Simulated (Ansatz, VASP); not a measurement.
**SnTe: VASP beside Ansatz**

```xyz
2
Lattice="0.0000 3.1881 3.1565 3.1881 0.0000 3.1565 3.1881 3.1881 0.0000" Properties=species:S:1:pos:R:3 pbc="T T T"
Sn    0.0000    0.0000    0.0000
Te    3.1881    3.1881    3.1565
```

Change from the starting cell: equal xx and yy strain of +1 %, PAW files.

Alike in both runs: task electric field gradients; functional PBEsol; k mesh 11 × 11 × 11; occupations fermi-dirac, width 0.08 eV; no spin polarisation.

```csv
,VASP,Ansatz
version,VASP 6.6.1,Ansatz 0.2.0
potentials or method,"VASP PAW PBE potentials, release 64 (Sn_d, Te)","PAW with Ansatz's default frozen-core files, scalar-relativistic"
plane-wave cutoff (eV),520,420
valence electrons in the cell,20,30
```

```tsv
	VASP	Ansatz	Ansatz less VASP
pressure (GPa)	-1.4	-1.4	0.00
traceless stress, the component that is largest in VASP (GPa)	0.80	0.79	-0.003
size of Vzz on the site where it differs most (V/Å²)	3.6	3.2	-0.36
```

VASP's potentials were made for PBE, not for PBEsol. VASP's potentials hold 20 valence electrons a cell and Ansatz's 30, so a difference there can come from the potentials and not from the codes.

Neither program's run includes spin-orbit coupling.
